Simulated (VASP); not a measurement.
A run of VASP 6.6.1 is set up as follows.

The input INCAR:

```
SYSTEM = NaF
PREC = Accurate ; ENCUT = 520
EDIFF = 1E-8 ; ISMEAR = -1
SIGMA = 0.02 ; LREAL = .FALSE.
LASPH = .TRUE. ; NELM = 60
ALGO = Normal ; ISIF = 2
LWAVE = .FALSE. ; LCHARG = .FALSE.
LEFG = .TRUE. ; NBANDS = 14
```

File KPOINTS:

```
Automatic mesh
0
G
  10 10 10
  0 0 0
```

Contents of POSCAR:

```
NaF
1.0
    0.0232330000      2.3349165000      2.3349165000
    2.3349165000      0.0232330000      2.3349165000
    2.3349165000      2.3349165000      0.0232330000
Na F
1 1
Direct
    0.0000000000      0.0000000000      0.0000000000
    0.5000000000      0.5000000000      0.5000000000
```

Potentials or basis: VASP PAW LDA potentials, release 64 (Na_pv, F).

The run is started by

```console
$ cat potpaw_LDA.64/Na_pv/POTCAR potpaw_LDA.64/F/POTCAR > POTCAR
$ mpirun -np 1 vasp_std > vasp.out
```

Question: Estimate the pressure.

Answer: -4.7 GPa.

Question: Estimate the band gap on the k mesh.

Answer: 5.90 eV, direct.

Electric field gradients, principal values (V/Å²):
| atom | least | middle | greatest (by size) |
| --- | --- | --- | --- |
| 1 Na | 0.437 | 0.437 | -0.875 |
| 2 F | -0.747 | -0.747 | 1.494 |

Caveat: the cell differs from its parent crystal (equal xy, yz and zx shear strains of +1 %); without QUAD_EFG the Cq values of the log hold for a quadrupole moment of 1 mb, not for the nuclei. A k mesh can miss the band edges.
